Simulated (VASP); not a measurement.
**AlN: single point with LDA**

The system is AlN.

```
Al N
1.0
     2.18200    2.18200    0.00000
    -2.18200    2.18200    0.00000
     0.00000    2.18200    2.16463
Al N
1 1
Direct
  0.00000 0.00000 0.00000
  0.25000 0.75000 0.50000
```

This cell differs from its parent crystal: in-plane strain +0.005.

```
Program             : VASP 6.6.1
Task                : single point
Functional          : LDA
Potentials or basis : VASP PAW LDA potentials, release 64 (Al, N)
Cutoff              : 520 eV
k mesh              : 10 × 10 × 10
Occupations         : gaussian, width 0.01 eV
Spin                : no spin polarisation
```

* Pressure: -0.8 GPa
* Band gap on the k mesh: 3.18 eV, indirect (least direct gap 4.31 eV)

Stress tensor (GPa, compression positive):
```
-1.20  0.00  0.00
 0.00 -1.20  0.00
 0.00  0.00 -0.15
```

Levels at points of the mesh, in eV from the valence-band top:
| k point | band 2 | band 3 | band 4 | band 5 | band 6 | band 7 |
| --- | --- | --- | --- | --- | --- | --- |
| (0.00, 0.00, 0.00) | -0.03 | -0.03 | 0.00 | 4.31 | 12.41 | 12.42 |
| (0.50, 0.00, 0.00) | -5.98 | -0.54 | -0.48 | 7.34 | 9.82 | 10.93 |
| (0.50, 0.50, 0.00) | -5.04 | -1.81 | -1.80 | 3.22 | 8.49 | 13.83 |
| (0.00, 0.00, 0.50) | -4.96 | -1.87 | -1.87 | 3.18 | 8.37 | 13.97 |

It took 13 s on 1 thread of Intel(R) Xeon(R) Platinum 8259CL CPU @ 2.50GHz (Skylake/Cascade Lake), on a shared host, peak memory 0.13 GiB.

Caveat: the cell differs from its parent crystal (in-plane strain +0.005). A k mesh can miss the band edges.
